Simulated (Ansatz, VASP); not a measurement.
# One calculation of TiO, two programs

Contents of INCAR:

```
ALGO = Normal
EDIFF = 1E-7
ENCUT = 520
GGA = PS
ISIF = 2
ISMEAR = 0
LASPH = T
LCHARG = F
LREAL = F
LWAVE = F
NBANDS = 36
NELM = 80
PREC = Accurate
SIGMA = 0.15
```

Contents of KPOINTS:

```
k-points
0
Gamma
  12 12 12
```

Contents of POSCAR:

```
TiO
1.0
    4.0335084229      0.0201675421      0.0000000000
    0.0201675421      4.0335084229      0.0000000000
    0.0000000000      0.0000000000      4.0335084229
Ti O
3 3
Direct
    0.5000000000      0.5000000000      0.0000000000
    0.0000000000      0.5000000000      0.5000000000
    0.5000000000      0.0000000000      0.5000000000
    0.0000000000      0.5000000000      0.0000000000
    0.5000000000      0.0000000000      0.0000000000
    0.0000000000      0.0000000000      0.5000000000
```

Input for Ansatz:

```yaml
crystal:
  lattice:
    - [4.0335084229, 0.0201675421, 0.0]
    - [0.0201675421, 4.0335084229, 0.0]
    - [0.0, 0.0, 4.0335084229]
  atoms:
    - { symbol: Ti, position: [0.5, 0.5, 0.0] }
    - { symbol: Ti, position: [0.0, 0.5, 0.5] }
    - { symbol: Ti, position: [0.5, 0.0, 0.5] }
    - { symbol: O, position: [0.0, 0.5, 0.0] }
    - { symbol: O, position: [0.5, 0.0, 0.0] }
    - { symbol: O, position: [0.0, 0.0, 0.5] }
basis:
  ecutwfc: 420
kpoints:
  mp_grid: { grid: [12, 12, 12] }
hamiltonian:
  xc: pbesol
scf:
  occupations: { method: gaussian, width: 0.15 }
output:
  forces: true
  stress: true
  eigenvalues: true
```

Change from the starting cell: strain +0.0100 x Voigt [0, 0, 0, 0, 0, 1], atoms carried along.

Alike in both runs: task single point; functional PBEsol; k mesh 12 × 12 × 12; occupations gaussian, width 0.15 eV; no spin polarisation.

```csv
,VASP,Ansatz
version,VASP 6.6.1,Ansatz 0.2.0
potentials or method,"VASP PAW PBE potentials, release 64 (Ti_sv, O), cutoff 520 eV","scalar-relativistic, plane waves, PAW"
valence electrons in the cell,54,54
```

|  | VASP | Ansatz | Ansatz less VASP |
| --- | --- | --- | --- |
| gap on the k mesh at the Fermi level (eV) | none | none | - |
| pressure (GPa) | 0.5 | 0.0 | -0.48 |
| traceless stress, the component that is largest in VASP (GPa) | -0.51 | -0.52 | -0.006 |

VASP's potentials were made for PBE, not for PBEsol. A gap of «none» marks a metal or a gap that the smearing closes. The functional is the same, so the differences come from potentials, cutoffs and numerics.
